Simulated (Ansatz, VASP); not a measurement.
## K: VASP beside Ansatz

INCAR

```
SYSTEM = K
PREC = Accurate
ENCUT = 520
EDIFF = 1E-6
ISMEAR = 0
SIGMA = 0.15
LREAL = .FALSE.
LASPH = .TRUE.
NELM = 80
ALGO = Fast
ISIF = 2
LWAVE = .FALSE.
LCHARG = .FALSE.
GGA = PE
IVDW = 12
NBANDS = 10
```

Contents of KPOINTS:

```
regular mesh
0
G
  12 12 12
  0 0 0
```

File POSCAR:

```
K
1.0
    0.0000000000      3.3918728180      3.4427509103
    3.3918728180      0.0000000000      3.4427509103
    3.3918728180      3.3918728180      0.0000000000
K
1
Direct
    0.0000000000      0.0000000000      0.0000000000
```

Input for Ansatz:

```yaml
crystal:
  lattice:
    - [0.0, 3.391872818, 3.4427509103]
    - [3.391872818, 0.0, 3.4427509103]
    - [3.391872818, 3.391872818, 0.0]
  atoms:
    - { symbol: K, position: [0.0, 0.0, 0.0] }
basis:
  ecutwfc: 420
kpoints:
  mp_grid: { grid: [12, 12, 12] }
hamiltonian:
  xc: pbe
  dispersion: d3bj
scf:
  occupations: { method: gaussian, width: 0.15 }
output:
  forces: true
  stress: true
  eigenvalues: true
```

Change from the starting cell: strain +0.000 along x and y, +0.015 along z, atoms carried along.

Alike in both runs: task single point; functional PBE; dispersion D3(BJ); k mesh 12 × 12 × 12; occupations gaussian, width 0.15 eV; no spin polarisation.

|  | VASP | Ansatz |
| --- | --- | --- |
| version | VASP 6.6.1 | Ansatz 0.2.0 |
| potentials or method | VASP PAW PBE potentials, release 64 (K_sv), cutoff 520 eV | scalar-relativistic, plane waves, PAW |
| valence electrons in the cell | 9 | 9 |

|  | VASP | Ansatz | Ansatz less VASP |
| --- | --- | --- | --- |
| gap on the k mesh at the Fermi level (eV) | none | none | - |
| pressure (GPa) | -0.4 | -0.4 | +0.01 |

A gap of «none» marks a metal or a gap that the smearing closes.
